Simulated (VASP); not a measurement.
A run of VASP 6.6.1 is set up as follows.

The input INCAR:

```
  PREC = Accurate
  ENCUT = 520
  EDIFF = 1E-7
  ISMEAR = 0
  SIGMA = 0.1
  LREAL = F
  LASPH = T
  NELM = 80
  ALGO = Normal
  ISIF = 2
  LWAVE = F
  LCHARG = F
  LDIPOL = T
  IDIPOL = 3
  DIPOL = 0.5 0.5 0.391
  GGA = PE
  NBANDS = 40
```

KPOINTS

```
Automatic mesh
0
Gamma
  9 9 1
```

The input POSCAR:

```
Ti5H
1.0
    2.9381632086      0.0000000000      0.0000000000
   -1.4690816043      2.5445239791      0.0000000000
    0.0000000000      0.0000000000     24.7117068140
Ti H
5 1
Direct
    0.6666666667      0.3333333333      0.1618666015
    0.3333333333      0.6666666667      0.2559609806
    0.6666666667      0.3333333333      0.3506708119
    0.3333333333      0.6666666667      0.4475655916
    0.5229005718      0.4770994282      0.5448461852
    0.8333333333      1.1666666667      0.5863048004
```

Potentials or basis: VASP PAW PBE potentials, release 64 (Ti_sv, H).

Launch:

```sh
$ cat potpaw_PBE.64/Ti_sv/POTCAR potpaw_PBE.64/H/POTCAR > POTCAR
$ mpirun -np 1 vasp_std > vasp.out
```

Q: Predict the band gap on the k mesh.

A: Zero (an odd number of electrons rules out a gap without spin polarisation).

Q: Predict the largest force.

A: 0.612 eV/Å.

Forces in eV/Å, atoms in the order of the input:
```
Ti   0.000  0.000  0.545
Ti  -0.004  0.003 -0.542
Ti  -0.042  0.024  0.373
Ti  -0.422  0.244 -0.371
Ti   0.000  0.000 -0.010
H    0.469 -0.271  0.005
```
